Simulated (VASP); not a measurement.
Input of a VASP 6.6.1 run:

File INCAR:

```
SYSTEM = CeO2
ALGO = Normal ; EDIFF = 1E-6
ENCUT = 520 ; GGA = PS
ISIF = 2 ; ISMEAR = 0
LASPH = .True. ; LCHARG = .True.
LELF = .True. ; LREAL = .False.
LVHAR = .True. ; LWAVE = .False.
NBANDS = 19 ; NELM = 100
PREC = Accurate ; SIGMA = 0.05
```

Contents of KPOINTS:

```
k-points
0
Gamma
  8 8 8
  0 0 0
```

POSCAR

```
CeO2
1.0
    0.0000000000      2.7186832862      2.7186832862
    2.7186832862      0.0000000000      2.7186832862
    2.7186832862      2.7186832862      0.0000000000
Ce O
1 2
Direct
    0.0000000000      0.0000000000      0.0000000000
    0.2500000000      0.2500000000      0.2500000000
    0.7500000000      0.7500000000      0.7500000000
```

Potentials or basis: VASP PAW PBE potentials, release 64 (Ce, O).

The run is started by

```sh
$ cat potpaw_PBE.64/Ce/POTCAR potpaw_PBE.64/O/POTCAR > POTCAR
$ mpirun -np 1 vasp_std > vasp.out
```

Q: What does it give for the band gap on the k mesh?

A: 1.91 eV (least direct gap 2.01 eV).

Q: What does it give for the pressure?

A: -4.0 GPa.

Caveat: the cell stands under tension; the PAW data sets were made with another functional, which shifts forces and pressure a little; spin-orbit coupling is left out, which moves the levels of the heavy elements. A k mesh can miss the band edges.
